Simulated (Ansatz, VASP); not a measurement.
**MnAs in VASP and in Ansatz**

```
As Mn
1.0
     3.71000    0.00000    0.00000
    -1.85500    3.21295    0.00000
     0.00000    0.00000    5.69100
As Mn
2 2
Direct
  0.66667 0.33333 0.75000
  0.33333 0.66667 0.25000
  0.00000 0.00000 0.50000
  0.00000 0.00000 0.00000
```

Alike in both runs: task relaxation of cell and atoms; functional RPBE; k mesh 8 × 8 × 5; occupations fermi-dirac, width 0.05 eV; collinear spin.

|  | VASP | Ansatz |
| --- | --- | --- |
| version | VASP 6.6.1 | Ansatz 0.2.0 |
| potentials or method | VASP PAW PBE potentials, release 64 (As, Mn_pv) | Ansatz PAW |
| plane-wave cutoff (eV) | 600 | 420 |
| valence electrons in the cell | 36 | 60 |

|  | VASP | Ansatz | Ansatz less VASP |
| --- | --- | --- | --- |
| gap on the k mesh at the Fermi level, each at its own relaxed structure (eV) | none | none | - |
| net moment per atom (μB) | 1.59 | 1.59 | -0.002 |
| size of the moment on the site where the two differ most (μB) | 3.25 | 3.20 | -0.051 |
| relaxed volume (Å³/atom) | 17.01 | 16.97 | -0.036 |
| relaxed length of the cell vector where the two differ most in proportion (Å) | 3.750 | 3.747 | -0.0029 |

VASP's potentials were made for PBE, not for RPBE. Site moments also hang on the region over which each program counts them. A gap of «none» marks a metal or a gap that the smearing closes. VASP's potentials hold 36 valence electrons a cell and Ansatz's 60, so a difference there can come from the potentials and not from the codes.

Noted on Ansatz's run: the plane-wave basis is chosen anew once the cell has moved, so the energies of steps on either side of that aren't comparable.
